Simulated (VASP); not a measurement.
**Au: electric field gradients with PBE**

The system is Au.

```
Au
1.0
     2.90000    0.00000    0.00000
    -1.45000    2.51147    0.00000
     0.00000    0.00000    4.88000
Au
2
Cartesian
  0.0000 1.6743 3.6600
  1.4500 0.8372 1.2200
```

| Property | Result |
| --- | --- |
| Program | VASP 6.6.1 |
| Task | electric field gradients |
| Functional | PBE |
| Potentials or basis | VASP PAW PBE potentials, release 64 (Au_sv_GW) |
| Cutoff | 400 eV |
| k mesh | 14 × 14 × 8 |
| Occupations | fermi-dirac, width 0.03 eV |
| Spin | no spin polarisation |
| Dipole correction | no |
| Second run | valence_matched |
| Further INCAR settings | ALGO = Normal; EDIFF = 1e-08; NBANDS = 26 |

* Pressure: -2.0 GPa
* Band gap on the k mesh: zero (band 19 reaches 11.95 eV, above the bottom of band 20 at 5.57 eV)

Stress tensor (GPa, compression positive):
```
-1.74  0.00  0.00
 0.00 -1.74  0.00
 0.00  0.00 -2.50
```

Levels at points of the mesh, in eV from the Fermi level:
```
           k point  band 17  band 18  band 19  band 20  band 21  band 22
(0.00, 0.00, 0.00)    -3.43    -2.17    -2.17    -0.94     2.46    14.64
(0.50, 0.00, 0.00)    -1.86    -1.70     0.38     1.50     5.67     7.08
(0.00, 0.00, 0.50)    -2.59    -2.59    -2.59    -2.59    10.35    10.35
(0.50, 0.00, 0.50)    -1.76    -1.76     0.57     0.57     3.78     3.78
```

Electric field gradients, principal values (V/Å²):
```csv
atom,least,middle,greatest (by size)
1 Au,-7.810,-7.816,15.626
2 Au,-7.810,-7.816,15.626
```

Wall time 70 s on 1 thread of Intel(R) Xeon(R) Platinum 8488C (Sapphire Rapids), on a shared host, peak memory 0.18 GiB.

Caveat: without QUAD_EFG the Cq values of the log hold for a quadrupole moment of 1 mb, not for the nuclei; spin-orbit coupling is left out, which moves the levels of the heavy elements.
